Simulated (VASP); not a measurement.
Wanted: the native input for a VASP 6.6.1 run.

| Item | Value |
| --- | --- |
| Task | single point |
| Functional | PBE |
| Potentials or basis | VASP PAW PBE potentials, release 64 (P, In_d) |
| Cutoff | 520 eV |
| k mesh | 2 × 2 × 2 |
| Occupations | fermi-dirac, width 0.1 eV |
| Spin | no spin polarisation |
| Dipole correction | no |
| Further INCAR settings | LREAL = Auto; ALGO = Normal; EDIFF = 1e-07; NBANDS = 78 |

The structure of In7P8 (a cell with a defect) lies in POSCAR:

```
In7P8
1.0
    0.0000000000      5.7931160000      5.7931160000
    5.7931160000      0.0000000000      5.7931160000
    5.7931160000      5.7931160000      0.0000000000
P In
8 7
Direct
    0.1263224317      0.1257892126      0.1223499581
    0.1264062380      0.1258153643      0.6261509350
    0.1583307671      0.6139841667      0.1143230172
    0.1263357233      0.6220176672      0.6261173607
    0.6141869074      0.1578837710      0.1143269011
    0.6223926812      0.1258659416      0.6261597386
    0.6145847934      0.6139937471      0.1141023242
    0.6142928952      0.6138592771      0.6579652470
   -0.0061595521     -0.0063527124      0.0065358608
    0.0002666095     -0.0000380624      0.5002588417
   -0.0057124698      0.5061911413      0.0065536406
   -0.0060841178      0.5062299805      0.4939586917
    0.5066987266     -0.0064101081      0.0065316317
    0.5067398961      0.9933988893     -0.5060430345
    0.5066935480      0.5061924360      0.4935747014
```

These files were run (other wordings do the same):

INCAR

```
  PREC = Accurate
  ENCUT = 520
  EDIFF = 1E-7
  ISMEAR = -1
  SIGMA = 0.1
  LREAL = Auto
  LASPH = True
  NELM = 60
  ALGO = Normal
  ISIF = 2
  LWAVE = False
  LCHARG = False
  GGA = PE
  NBANDS = 78
```

KPOINTS

```
regular mesh
0
Gamma
  2 2 2
```

Potentials or basis: VASP PAW PBE potentials, release 64 (P, In_d).

Launch:

```sh
$ cat potpaw_PBE.64/P/POTCAR potpaw_PBE.64/In_d/POTCAR > POTCAR
$ mpirun -np 1 vasp_std > vasp.out
```

It gave:

| Item | Value |
| --- | --- |
| Pressure | 1.9 GPa |
| Largest force | 0.019 eV/Å |
| Band gap on the k mesh | zero (an odd number of electrons rules out a gap without spin polarisation) |

Caveat: the k points lie up to 0.47 Å⁻¹ apart, too coarse for converged energies and pressures of a metal; spin-orbit coupling is left out, which moves the levels of the heavy elements.

Run time: 6 min on 1 thread of Intel(R) Xeon(R) 6975P-C (Granite Rapids), on a shared host, peak memory 0.6 GiB.
